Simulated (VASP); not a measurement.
Input of a VASP 6.6.1 run:

Contents of INCAR:

```
SYSTEM = KMgF3
ALGO = Normal
EDIFF = 1E-8
ENCUT = 520
GGA = PE
ISIF = 2
ISMEAR = -1
LASPH = .TRUE.
LCHARG = .FALSE.
LEFG = .TRUE.
LREAL = .FALSE.
LWAVE = .FALSE.
NBANDS = 24
NELM = 60
PREC = Accurate
SIGMA = 0.03
```

KPOINTS

```
k-points
0
G
  6 6 6
  0 0 0
```

Contents of POSCAR:

```
KMgF3
1.0
    3.9859000000      0.0000000000      0.0000000000
    0.0000000000      3.9859000000      0.0000000000
    0.0000000000      0.0000000000      3.9859000000
K Mg F
1 1 3
Direct
    0.5000000000      0.5000000000      0.5000000000
    0.0000000000      0.0000000000      0.0000000000
    0.5000000000      0.0000000000      0.0000000000
    0.0000000000      0.5000000000      0.0000000000
    0.0000000000      0.0000000000      0.5000000000
```

Potentials or basis: VASP PAW PBE potentials, release 64 (K_sv, Mg, F).

The run is started by

```console
$ cat potpaw_PBE.64/K_sv/POTCAR potpaw_PBE.64/Mg/POTCAR potpaw_PBE.64/F/POTCAR > POTCAR
$ mpirun -np 1 vasp_std > vasp.out
```

Predict the pressure.

3.4 GPa.

Predict the band gap on the k mesh.

7.30 eV, indirect (least direct gap 7.63 eV).

Electric field gradients, principal values (V/Å²):
```tsv
atom	least	middle	greatest (by size)
1 K	0.000	0.000	0.000
2 Mg	0.000	0.000	0.000
3 F	-22.924	-22.924	45.848
4 F	-22.924	-22.924	45.848
5 F	-22.924	-22.924	45.848
```

Caveat: without QUAD_EFG the Cq values of the log hold for a quadrupole moment of 1 mb, not for the nuclei. Expect the measured gap to be larger: semilocal functionals such as PBE lack the derivative discontinuity.
